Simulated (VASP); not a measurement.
Runs of VASP 6.6.1 on Ti. The structure is that of space group P6_3/mmc (No. 194), or close to it. The cells are those of the table. 

```csv
cell,gap on the mesh (eV),pressure (GPa)
"a = 2.976, b = 2.976, c = 4.721 Å, angles 90.0, 90.0, 120.0°, 2 atoms",none,(b)
"a = 2.869, b = 2.869, c = 4.552 Å, angles 90.0, 90.0, 120.0°, 2 atoms",none,10.6
"a = 2.897, b = 2.897, c = 4.595 Å, angles 90.0, 90.0, 120.0°, 2 atoms",none,6.8
"a = 2.924, b = 2.924, c = 4.638 Å, angles 90.0, 90.0, 120.0°, 2 atoms",none,3.5
"a = 3.002, b = 3.002, c = 4.762 Å, angles 90.0, 90.0, 120.0°, 2 atoms",none,-4.3
"a = 2.950, b = 2.950, c = 4.680 Å, angles 90.0, 90.0, 120.0°, 2 atoms",none,(a)
```

Alike in all rows: task single point; level PBE; potentials or basis VASP PAW PBE potentials, release 64 (Ti_sv); no spin polarisation; k mesh 13 × 13 × 7; cutoff (eV) 520; smearing fermi-dirac 0.3 eV.

Problem. Estimate the missing entries.

Solution. (a) 0.6; (b) -2.0.

A gap of «none» marks levels without a gap at the run's occupations.
